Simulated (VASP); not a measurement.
Runs of VASP 6.6.1 on SnO2. The structure is that of space group P4_2/mnm (No. 136), or close to it. The cells are those of the table. 

| task | level | cell | cutoff (eV) | gap on the mesh (eV) | pressure (GPa) | largest force (eV/Å) |
| --- | --- | --- | --- | --- | --- | --- |
| single point | r2SCAN | a = 4.760, b = 4.760, c = 3.201 Å, 6 atoms | 520 | 1.79 | 1.1 | 0.03 |
| relaxation of shape and atoms at fixed volume | r2SCAN | relaxed from a = 4.652, b = 4.652, c = 3.150 Å, 6 atoms | 600 | 2.52 | 15.9 | 0.01 |
| single point | r2SCAN | a = 4.701, b = 4.701, c = 3.183 Å, 6 atoms | 520 | (a) | 7.9 | 0.02 |
| single point | r2SCAN+D4 | a = 4.642, b = 4.642, c = 3.163 Å, 6 atoms | 520 | 2.52 | 14.7 | 0.02 |
| single point | r2SCAN | a = 4.642, b = 4.642, c = 3.163 Å, 6 atoms | 520 | 2.52 | (b) | 0.02 |

Alike in all rows: potentials or basis VASP PAW PBE potentials, release 64 (Sn_d, O); no spin polarisation; k mesh 6 × 6 × 8; smearing gaussian 0.02 eV.

Estimate the missing entries.

(a) 2.14; (b) 16.1.

Caveats: the PAW data sets were made with another functional, which shifts forces and pressure a little; spin-orbit coupling is left out, which moves the levels of the heavy elements.

A k mesh can miss the band edges, and the runs leave out spin-orbit coupling on Sn.
